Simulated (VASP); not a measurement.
# CdS (Hawleyite) (I-4m2) in VASP: further runs, part 2 of 2

VASP 6.6.1. The steps go on from the part before.

## 5. Single point, PBEsol (in-plane strain -0.005)

Contents of INCAR:

```
SYSTEM = CdS
PREC = Accurate ; ENCUT = 520
EDIFF = 1E-6 ; ISMEAR = 0
SIGMA = 0.01 ; LREAL = .FALSE.
LASPH = .TRUE. ; NELM = 100
ALGO = Normal ; ISIF = 2
LWAVE = .FALSE. ; LCHARG = .FALSE.
GGA = PS ; NBANDS = 16
```

Contents of KPOINTS:

```
Automatic mesh
0
G
  8 8 8
  0 0 0
```

Contents of POSCAR:

```
CdS
1.0
    2.8977246326      2.8977246326      0.0000000000
   -2.8977246326      2.8977246326      0.0000000000
    0.0000000000      2.8977246326      2.9210229211
Cd S
1 1
Direct
    0.0000000000      0.0000000000      0.0000000000
    0.7500000000      0.2500000000      0.5000000000
```

Potentials or basis: VASP PAW PBE potentials, release 64 (Cd, S).

The run is started by

```sh
$ cat potpaw_PBE.64/Cd/POTCAR potpaw_PBE.64/S/POTCAR > POTCAR
$ mpirun -np 1 vasp_std > vasp.out
```

OUTCAR:

```text
SYSTEM = CdS
   PREC = Accurate
   ENCUT = 520
   EDIFF = 1E-6
   ISMEAR = 0
   LREAL = .FALSE.
   LASPH = .TRUE.
   NELM = 100
   ISIF = 2
   GGA = PS

 ion  position               nearest neighbor table
   1  0.000  0.000  0.000-   2 2.52   2 2.52   2 2.52   2 2.52
   2  0.750  0.250  0.500-   1 2.52   1 2.52   1 2.52   1 2.52

  LATTYP: Found a body centered tetragonal cell.
 ALAT       =     4.0980014754
 C/A-ratio  =     1.4255841237

  Lattice vectors:

 A1 = (   2.8977246326,   0.0000000000,  -2.9210229211)
 A2 = (  -2.8977246326,   0.0000000000,  -2.9210229211)
 A3 = (   0.0000000000,   2.8977246326,   2.9210229211)

Analysis of symmetry for initial positions (statically):
=====================================================================
 Subroutine PRICEL returns:
 Original cell was already a primitive cell.

 Routine SETGRP: Setting up the symmetry group for a
 body centered tetragonal supercell.

 Subroutine GETGRP returns: Found  8 space group operations
 (whereof  8 operations were pure point group operations)
 out of a pool of 16 trial point group operations.

The static configuration has the point symmetry D_2d.

Analysis of symmetry for dynamics (positions and initial velocities):
=====================================================================
 Subroutine PRICEL returns:
 Original cell was already a primitive cell.

 Routine SETGRP: Setting up the symmetry group for a
 body centered tetragonal supercell.

 Subroutine GETGRP returns: Found  8 space group operations
 (whereof  8 operations were pure point group operations)
 out of a pool of 16 trial point group operations.

The dynamic configuration has the point symmetry D_2d.

 Subroutine INISYM returns: Found  8 space group operations
 (whereof  8 operations are pure point group operations),
 and found     1 'primitive' translations

----------------------------------------------------------------------------------------

                                     Primitive cell

[... 110 lines left out ...]
     AMIX_MAG =   1.60;   BMIX_MAG =  1.00
  volume/ion in A,a.u.               =      24.53       165.52
  Fermi-wavevector in a.u.,A,eV,Ry     =   1.172031  2.214818 18.689748  1.373658
  Thomas-Fermi vector in A             =   2.308466
   LORBIT       =      0    0 simple, 1 ext, 2 COOP (PROOUT), +10 PAW based schemes
   GGA     = PS    functional components
   LHFCALC =     F    Hartree Fock is set to
   AEXX    =    0.0000 exact exchange contribution
   IVDW    =     0    specifies the selected vdW correction
   LEPSILON=     F    determine dielectric tensor
   LRPA    =     F    only Hartree local field effects (RPA)
 non-spin polarized calculation
 Gauss-broadening in eV      SIGMA  =   0.01
  energy-cutoff  :      520.00
  volume of cell :       49.05
 maximum number of plane-waves:      1363
   NGX = 15   NGY = 15   NGZ = 15

 number of electron      18.0000004 magnetization

 Free energy of the ion-electron system (eV)
  ---------------------------------------------------
  ext. energy  EPLUGINS =         0.00000000
  ---------------------------------------------------
  free energy    TOTEN  =        -6.81162902 eV

  energy without entropy =       -6.81162902  energy(sigma->0) =       -6.81162902

 E-fermi :   1.3758     XC(G=0):  -9.4318

 val. band max:        1.3188832397   @ k =   0.0000   0.0000   0.0000
 cond. band min:       2.3421595559   @ k =   0.0000   0.0000   0.0000
 fundamental gap:      1.0232763162
 Fermi energy:         1.3757533431

 k-point     1 :       0.0000    0.0000    0.0000
  band No.  band energies     occupation
      1     -11.1452      2.00000
      2      -6.4653      2.00000
      3      -6.4604      2.00000
      4      -6.4604      2.00000
      5      -5.9599      2.00000
      6      -5.9562      2.00000
[... 433 lines left out ...]
      3      -6.3453      2.00000
      4      -6.0911      2.00000
      5      -5.9724      2.00000
      6      -5.8983      2.00000
[... 8 lines left out ...]
     15      12.8671      0.00000
     16      13.5373      0.00000

 [... further k-points ...]

------------------------ aborting loop because EDIFF is reached ----------------------------------------

  FORCE on cell =-STRESS in cart. coord.  units (eV):
  Direction    XX          YY          ZZ          XY          YZ          ZX
  --------------------------------------------------------------------------------------
  -------------------------------------------------------------------------------------
  Total        0.2698033      0.2698033      0.2237030      0.0000000      0.0000000      0.0000000
  in kB        8.8120836      8.8120836      7.3063963      0.0000000      0.0000000      0.0000000
  external PRESSURE =       8.3101878 kB  Pullay stress =       0.0000000 kB

 VOLUME and BASIS-vectors are now :
 -----------------------------------------------------------------------------
  energy-cutoff  :      520.00
  volume of cell :       49.05
      direct lattice vectors                 reciprocal lattice vectors
     2.897724633  2.897724633  0.000000000     0.172549177  0.172549177 -0.171172912
    -2.897724633  2.897724633  0.000000000    -0.172549177  0.172549177 -0.171172912
     0.000000000  2.897724633  2.921022921     0.000000000  0.000000000  0.342345824

 POSITION                                       TOTAL-FORCE (eV/Angst)
 -----------------------------------------------------------------------------------
      0.00000      0.00000      0.00000         0.000000      0.000000      0.000000
      1.44886      4.34659      1.46051        -0.000000     -0.000000      0.000000
 -----------------------------------------------------------------------------------
    total drift:                               -0.000002      0.000000     -0.000000

  FREE ENERGIE OF THE ION-ELECTRON SYSTEM (eV)
  ---------------------------------------------------
  free  energy   TOTEN  =        -6.8116290170 eV

  energy  without entropy=       -6.8116290170  energy(sigma->0) =       -6.81162902
```

It took 24 s on 1 thread of Intel Xeon Platinum 8488C (Sapphire Rapids), shared host; peak memory 0.2 GiB.

Results:

```yaml
Free_energy: -6.8116 eV
Pressure: 0.8 GPa
Band_gap_on_the_k_mesh: 1.02 eV, direct
```

Levels at points of the mesh, in eV from the valence-band top:
```csv
k point,band 5,band 6,band 7,band 8,band 9,band 10,band 11,band 12,band 13,band 14
"(0.00, 0.00, 0.00)",-7.28,-7.28,-0.02,0.00,0.00,1.02,6.43,6.43,6.43,11.26
"(0.50, 0.00, 0.00)",-7.24,-6.89,-4.56,-0.81,-0.77,2.90,6.87,6.94,7.35,10.90
"(0.50, 0.50, 0.00)",-7.18,-6.82,-4.06,-1.98,-1.97,3.35,4.23,9.14,10.68,10.77
"(0.00, 0.00, 0.50)",-7.19,-6.83,-4.11,-1.94,-1.94,3.38,4.30,9.06,10.74,10.74
```

Caveat: the cell differs from its parent crystal (in-plane strain -0.005); the PAW data sets were made with another functional, which shifts forces and pressure a little.

## 6. The runs side by side

| cell | gap on the mesh (eV) | pressure (GPa) |
| --- | --- | --- |
| a = 4.077, b = 4.077, c = 4.128 Å, angles 60.4, 60.4, 90.0°, 2 atoms | 1.00 | 0.7 |
| a = 4.077, b = 4.077, c = 4.110 Å, angles 60.3, 60.3, 90.0°, 2 atoms | 1.03 | 1.3 |
| a = 4.098, b = 4.098, c = 4.123 Å, angles 60.2, 60.2, 90.0°, 2 atoms | 1.01 | 0.6 |
| a = 4.098, b = 4.098, c = 4.115 Å, angles 60.1, 60.1, 90.0°, 2 atoms | 1.02 | 0.8 |

Alike in all rows: task single point; level PBEsol; potentials or basis VASP PAW PBE potentials, release 64 (Cd, S); no spin polarisation; k mesh 8 × 8 × 8; cutoff (eV) 520; smearing gaussian 0.01 eV.

Caveats: the PAW data sets were made with another functional, which shifts forces and pressure a little.

Absolute energies hang on the potentials; compare differences alone.
